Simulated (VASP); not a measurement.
# InSe (P-6m2) in VASP: single point with PBEsol

Aim: the single point of InSe with PBEsol.

Everything below comes from runs of VASP 6.6.1. Logs are shortened: lines on timing, memory, paths and dates and some standing lists are left out, and cuts for length are marked.

## Step 1: The cell of the first run

The structure is hexagonal, space group P-6m2 (No. 187). Conventional cell: a = 4.047 Å, b = 4.047 Å, c = 18.052 Å, α = 90.00°, β = 90.00°, γ = 120.00°. Within 3.5 Å of In (site symmetry 3m) lie 3 Se at 2.65 Å and 1 In at 2.79 Å. In (site symmetry 3m) has 3 Se at 2.65 Å and 1 In at 2.79 Å within 3.5 Å. Within 3.5 Å of Se (site symmetry 3m) lie 3 In at 2.65 Å. Within 3.5 Å of Se (site symmetry 3m) lie 3 In at 2.65 Å.

## Step 2: Single point, PBEsol

Contents of INCAR:

```
SYSTEM = InSe
ALGO     = Normal         ! electronic algorithm
EDIFF    = 1E-6           ! SCF threshold, eV
ENCUT    = 520            ! plane-wave cutoff, eV
GGA      = PS             ! functional
ISIF     = 2              ! what is computed and relaxed
ISMEAR   = 0              ! smearing method
LASPH    = .True.         ! aspherical terms in the spheres
LCHARG   = .False.        ! write CHGCAR
LREAL    = .False.        ! projectors in reciprocal space
LWAVE    = .False.        ! write WAVECAR
NBANDS   = 48             ! bands
NELM     = 60             ! most SCF steps
PREC     = Accurate       ! precision mode
SIGMA    = 0.01           ! smearing width, eV
```

Contents of KPOINTS:

```
k-points
0
Gamma
  6 6 2
  0 0 0
```

Contents of POSCAR:

```
InSe
1.0
    4.0473290000      0.0000000000      0.0000000000
   -2.0236650000      3.5050900000      0.0000000000
    0.0000000000      0.0000000000     18.0520650000
In Se
4 4
Direct
    0.0000000000      0.0000000000      0.5773940000
    0.0000000000      0.0000000000      0.4226060000
    0.3333333333      0.6666666667      0.9226100000
    0.3333333333      0.6666666667      0.0773900000
    0.6666666667      0.3333333333      0.8530000000
    0.6666666667      0.3333333333      0.1470000000
    0.3333333333      0.6666666667      0.6470160000
    0.3333333333      0.6666666667      0.3529840000
```

Potentials or basis: VASP PAW PBE potentials, release 64 (In_d, Se).

On the command line:

```bash
$ cat potpaw_PBE.64/In_d/POTCAR potpaw_PBE.64/Se/POTCAR > POTCAR
$ mpirun -np 1 vasp_std > vasp.out
```

OUTCAR:

```text
SYSTEM = InSe
   EDIFF = 1E-6
   ENCUT = 520
   GGA = PS
   ISIF = 2
   ISMEAR = 0
   LASPH = .True.
   LREAL = .False.
   NELM = 60
   PREC = Accurate

 ion  position               nearest neighbor table
   1  0.000  0.000  0.577-   7 2.65   7 2.65   7 2.65   2 2.79
   2  0.000  0.000  0.423-   8 2.65   8 2.65   8 2.65   1 2.79
   3  0.333  0.667  0.923-   5 2.65   5 2.65   5 2.65   4 2.79
   4  0.333  0.667  0.077-   6 2.65   6 2.65   6 2.65   3 2.79
   5  0.667  0.333  0.853-   3 2.65   3 2.65   3 2.65
   6  0.667  0.333  0.147-   4 2.65   4 2.65   4 2.65
   7  0.333  0.667  0.647-   1 2.65   1 2.65   1 2.65
   8  0.333  0.667  0.353-   2 2.65   2 2.65   2 2.65

  LATTYP: Found a hexagonal cell.
 ALAT       =     4.0473290000
 C/A-ratio  =     4.4602415568

  Lattice vectors:

 A1 = (   4.0473290000,   0.0000000000,   0.0000000000)
 A2 = (  -2.0236650000,   3.5050900000,   0.0000000000)
 A3 = (   0.0000000000,   0.0000000000,  18.0520650000)

Analysis of symmetry for initial positions (statically):
=====================================================================
 Subroutine PRICEL returns:
 Original cell was already a primitive cell.

 Routine SETGRP: Setting up the symmetry group for a
 hexagonal supercell.

 Subroutine GETGRP returns: Found 12 space group operations
 (whereof 12 operations were pure point group operations)
 out of a pool of 24 trial point group operations.

The static configuration has the point symmetry D_3h.

Analysis of symmetry for dynamics (positions and initial velocities):
=====================================================================
 Subroutine PRICEL returns:
 Original cell was already a primitive cell.

 Routine SETGRP: Setting up the symmetry group for a
 hexagonal supercell.

 Subroutine GETGRP returns: Found 12 space group operations
 (whereof 12 operations were pure point group operations)
 out of a pool of 24 trial point group operations.

The dynamic configuration has the point symmetry D_3h.

 Subroutine INISYM returns: Found 12 space group operations
 (whereof 12 operations are pure point group operations),
 and found     1 'primitive' translations

----------------------------------------------------------------------------------------

                                     Primitive cell

  volume of cell :     256.0912

  direct lattice vectors                    reciprocal lattice vectors
     4.047329000  0.000000000  0.000000000     0.247076529  0.142649725  0.000000000
    -2.023665000  3.505090000  0.000000000     0.000000000  0.285299379  0.000000000
     0.000000000  0.000000000 18.052065000     0.000000000  0.000000000  0.055395325

  length of vectors
     4.047329000  4.047329483 18.052065000     0.285299413  0.285299379  0.055395325

  position of ions in fractional coordinates (direct lattice)
     0.000000000  0.000000000  0.577394000
     0.000000000  0.000000000  0.422606000
     0.333333333  0.666666667  0.922610000
     0.333333333  0.666666667  0.077390000
     0.666666667  0.333333333  0.853000000
     0.666666667  0.333333333  0.147000000
     0.333333333  0.666666667  0.647016000
     0.333333333  0.666666667  0.352984000

  ion indices of the primitive-cell ions
   primitive index   ion index
                 1           1
                 2           2
                 3           3
                 4           4
                 5           5
                 6           6
                 7           7
                 8           8

----------------------------------------------------------------------------------------

 KPOINTS: k-points

Automatic generation of k-mesh.
 Grid dimensions read from file:
 generate k-points for:    6    6    2

 Generating k-lattice:

  Cartesian coordinates                     Fractional coordinates (reciprocal lattice)
     0.041179421  0.023774954  0.000000000     0.166666667  0.000000000  0.000000000
     0.000000000  0.047549896  0.000000000     0.000000000  0.166666667  0.000000000
     0.000000000  0.000000000  0.027697662     0.000000000  0.000000000  0.500000000

  Length of vectors
     0.047549902  0.047549896  0.027697662

  Shift w.r.t. Gamma in fractional coordinates (k-lattice)
     0.000000000  0.000000000  0.000000000

 Subroutine IBZKPT returns following result:
 ===========================================

 Found     14 irreducible k-points:

 Following reciprocal coordinates:
            Coordinates               Weight
  0.000000  0.000000  0.000000      1.000000
  0.166667  0.000000  0.000000      6.000000
  0.333333  0.000000  0.000000      6.000000
  0.500000 -0.000000  0.000000      3.000000
  0.166667  0.166667  0.000000      6.000000
  0.333333  0.166667  0.000000     12.000000
  0.333333  0.333333  0.000000      2.000000
  0.000000  0.000000  0.500000      1.000000
  0.166667  0.000000  0.500000      6.000000
  0.333333  0.000000  0.500000      6.000000
  0.500000 -0.000000  0.500000      3.000000
  0.166667  0.166667  0.500000      6.000000
  0.333333  0.166667  0.500000     12.000000
  0.333333  0.333333  0.500000      2.000000
   k-points           NKPTS =     14   k-points in BZ     NKDIM =     14   number of bands    NBANDS=     48
   number of dos      NEDOS =    301   number of ions     NIONS =      8
   total plane-waves  NPLWV = 126000
   dimension x,y,z NGX =    30 NGY =   30 NGZ =  140
   dimension x,y,z NGXF=    60 NGYF=   60 NGZF=  280
   ions per type =               4   4
   NGX,Y,Z   is equivalent  to a cutoff of  12.32, 12.32, 12.89 a.u.
   NGXF,Y,Z  is equivalent  to a cutoff of  24.65, 24.65, 25.79 a.u.
 SYSTEM =  InSe
   PREC   = accura    normal or accurate (medium, high low for compatibility)
   ISTART =      0    job   : 0-new  1-cont  2-samecut
   ICHARG =      2    charge: 1-file 2-atom 10-const
   ISPIN  =      1    spin polarized calculation?
   LNONCOLLINEAR =      F non collinear calculations
   LSORBIT =      F    spin-orbit coupling
   LASPH  =      T    aspherical Exc in radial PAW
   ENCUT  =  520.0 eV  38.22 Ry    6.18 a.u.   7.53  7.53 33.56*2*pi/ulx,y,z
   NELM   =     60;   NELMIN=  2; NELMDL= -5     # of ELM steps
   EDIFF  = 0.1E-05   stopping-criterion for ELM
   LREAL  =      F    real-space projection
   EDIFFG = 0.1E-04   stopping-criterion for IOM
   NSW    =      0    number of steps for IOM
   IBRION =     -1    ionic relax: 0-MD 1-quasi-New 2-CG
   NFREE  =      0    steps in history (QN), initial steepest desc. (CG)
   ISIF   =      2    stress and relaxation
   ISYM   =      2    0-nonsym 1-usesym 2-fastsym
   POTIM  = 0.5000    time-step for ionic-motion
   TEBEG  =    0.0;   TEEND  =   0.0 temperature during run
   PSTRESS=    0.0 pullay stress
   NELECT =      76.0000    total number of electrons
   NUPDOWN=      -1.0000    fix difference up-down
   EMIN   =  10.00;   EMAX   =-10.00  energy-range for DOS
   EFERMI =   0.00;   METHOD = LEGACY
   ISMEAR =     0;   SIGMA  =   0.01  broadening in eV -4-tet -1-fermi 0-gaus
   EFERMI_NEDOS =   21; number of points for ismear=-14 and -15
   IALGO  =     38    algorithm
   IMIX   =      4    mixing-type and parameters
     AMIX     =   0.40;   BMIX     =  1.00
     AMIX_MAG =   1.60;   BMIX_MAG =  1.00
  volume/ion in A,a.u.               =      32.01       216.02
  Fermi-wavevector in a.u.,A,eV,Ry     =   1.091980  2.063542 16.223850  1.192419
  Thomas-Fermi vector in A             =   2.228236
   LORBIT       =      0    0 simple, 1 ext, 2 COOP (PROOUT), +10 PAW based schemes
   GGA     = PS    functional components
   LHFCALC =     F    Hartree Fock is set to
   AEXX    =    0.0000 exact exchange contribution
   IVDW    =     0    specifies the selected vdW correction
   LEPSILON=     F    determine dielectric tensor
   LRPA    =     F    only Hartree local field effects (RPA)
 non-spin polarized calculation
 Gauss-broadening in eV      SIGMA  =   0.01
  energy-cutoff  :      520.00
  volume of cell :      256.09
 maximum number of plane-waves:      6951
   NGX = 15   NGY = 15   NGZ = 67

 number of electron      76.0000024 magnetization

 Free energy of the ion-electron system (eV)
  ---------------------------------------------------
  ext. energy  EPLUGINS =         0.00000000
  ---------------------------------------------------
  free energy    TOTEN  =       -31.13548863 eV

  energy without entropy =      -31.13548863  energy(sigma->0) =      -31.13548863

 E-fermi :   2.9628     XC(G=0):  -8.5835

 val. band max:        2.9055766083   @ k =   0.0000   0.0000   0.0000
 cond. band min:       3.5348045643   @ k =   0.0000   0.0000   0.0000
 fundamental gap:      0.6292279560
 Fermi energy:         2.9627594534

 k-point     1 :       0.0000    0.0000    0.0000
  band No.  band energies     occupation
      1     -11.5570      2.00000
      2     -11.5537      2.00000
      3     -11.3662      2.00000
      4     -11.3662      2.00000
      5     -11.3629      2.00000
      6     -11.3629      2.00000
[... 40 lines left out ...]
     47       8.5722      0.00000
     48       8.5811      0.00000

 k-point     2 :       0.1667    0.0000    0.0000
  band No.  band energies     occupation
      1     -11.5624      2.00000
      2     -11.5590      2.00000
      3     -11.4453      2.00000
      4     -11.4412      2.00000
      5     -11.3875      2.00000
      6     -11.3829      2.00000
[... 40 lines left out ...]
     47       7.6207      0.00000
     48       7.7605      0.00000

 k-point     3 :       0.3333    0.0000    0.0000
  band No.  band energies     occupation
      1     -11.6337      2.00000
      2     -11.6295      2.00000
      3     -11.5271      2.00000
      4     -11.5223      2.00000
      5     -11.4932      2.00000
      6     -11.4897      2.00000
[... 550 lines left out ...]
     47       7.6577      0.00000
     48       7.6648      0.00000

 k-point    14 :       0.3333    0.3333    0.5000
  band No.  band energies     occupation
      1     -11.6810      2.00000
      2     -11.6778      2.00000
      3     -11.5900      2.00000
      4     -11.5867      2.00000
      5     -11.4916      2.00000
      6     -11.4882      2.00000
[... 40 lines left out ...]
     47       8.7289      0.00000
     48       8.7356      0.00000

------------------------ aborting loop because EDIFF is reached ----------------------------------------

  FORCE on cell =-STRESS in cart. coord.  units (eV):
  Direction    XX          YY          ZZ          XY          YZ          ZX
  --------------------------------------------------------------------------------------
  -------------------------------------------------------------------------------------
  Total       -1.3229161     -1.3229163     -0.8208120      0.0000002     -0.0000000      0.0000000
  in kB       -8.2765307     -8.2765319     -5.1352276      0.0000012     -0.0000000      0.0000000
  external PRESSURE =      -7.2294301 kB  Pullay stress =       0.0000000 kB

 VOLUME and BASIS-vectors are now :
 -----------------------------------------------------------------------------
  energy-cutoff  :      520.00
  volume of cell :      256.09
      direct lattice vectors                 reciprocal lattice vectors
     4.047329000  0.000000000  0.000000000     0.247076529  0.142649725  0.000000000
    -2.023665000  3.505090000  0.000000000     0.000000000  0.285299379  0.000000000
     0.000000000  0.000000000 18.052065000     0.000000000  0.000000000  0.055395325

 POSITION                                       TOTAL-FORCE (eV/Angst)
 -----------------------------------------------------------------------------------
      0.00000      0.00000     10.42315        -0.000000      0.000000     -0.078818
      0.00000      0.00000      7.62891         0.000000      0.000000      0.078818
     -0.00000      2.33673     16.65502        -0.000000     -0.000000      0.079015
     -0.00000      2.33673      1.39705        -0.000000     -0.000000     -0.079015
      2.02366      1.16836     15.39841         0.000000     -0.000000     -0.031479
      2.02366      1.16836      2.65365         0.000000     -0.000000      0.031479
     -0.00000      2.33673     11.67997         0.000000      0.000000      0.031108
     -0.00000      2.33673      6.37209         0.000000      0.000000     -0.031108
 -----------------------------------------------------------------------------------
    total drift:                                0.000013      0.000007     -0.000000

  FREE ENERGIE OF THE ION-ELECTRON SYSTEM (eV)
  ---------------------------------------------------
  free  energy   TOTEN  =       -31.1354886288 eV

  energy  without entropy=      -31.1354886288  energy(sigma->0) =      -31.13548863
```

It took 2.5 min on 1 thread of AMD EPYC 7R13 (Zen 3), shared host; peak memory 0.38 GiB.

Results:

```yaml
Free_energy: -31.1355 eV
Pressure: -0.7 GPa
Largest_force: 0.079 eV/Å
Band_gap_on_the_k_mesh: 0.63 eV
```

Forces on the atoms (eV/Å):
```
In   0.000  0.000 -0.079
In   0.000  0.000  0.079
In   0.000  0.000  0.079
In   0.000  0.000 -0.079
Se   0.000  0.000 -0.031
Se   0.000  0.000  0.031
Se   0.000  0.000  0.031
Se   0.000  0.000 -0.031
```

Levels at points of the mesh, in eV from the valence-band top:
```
           k point  band 35  band 36  band 37  band 38  band 39  band 40  band 41  band 42
(0.00, 0.00, 0.00)    -0.97    -0.95    -0.95     0.00     0.63     1.43     2.13     2.17
(0.50, 0.00, 0.00)    -1.94    -1.87    -1.46    -1.33     1.64     1.66     1.88     1.88
(0.00, 0.00, 0.50)    -0.97    -0.97    -0.58    -0.56     1.12     1.13     2.16     2.16
(0.50, 0.00, 0.50)    -1.91    -1.91    -1.39    -1.35     1.55     1.63     1.87     2.01
```

Caveat: the PAW data sets were made with another functional, which shifts forces and pressure a little; spin-orbit coupling is left out, which moves the levels of the heavy elements; this functional lacks dispersion, which binds the layers, so the pressure and a relaxed spacing across them are unreliable.
